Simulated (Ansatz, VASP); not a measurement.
One calculation of BP, two programs

```xyz
2
Lattice="0.0000 2.2452 2.2452 2.2452 0.0000 2.2452 2.2452 2.2452 0.0000" Properties=species:S:1:pos:R:3 pbc="T T T"
B     0.0000    0.0000    0.0000
P     1.1226    1.1226    1.1226
```

Alike in both runs: functional LDA; k mesh 10 × 10 × 10; occupations gaussian, width 0.02 eV; no spin polarisation.

Ansatz relaxed the structure, and its values are those at the end. VASP's run is a single point on that final structure, the one shown.

```csv
,VASP,Ansatz
version,VASP 6.6.1,Ansatz 0.2.0
potentials or method,"VASP PAW LDA potentials, release 64 (B, P), cutoff 500 eV","scalar-relativistic, plane waves, PAW"
valence electrons in the cell,8,8
```

|  | VASP | Ansatz | Ansatz less VASP |
| --- | --- | --- | --- |
| gap on the k mesh at the Fermi level (eV) | 1.15 | 1.15 | 0.000 |
| least direct gap on the mesh (eV) | 3.43 | 3.43 | -0.002 |
| pressure (GPa) | -0.1 | 0.0 | +0.11 |

LDA's correlation is that of Perdew and Zunger in VASP and of Perdew and Wang (1992) in Ansatz.
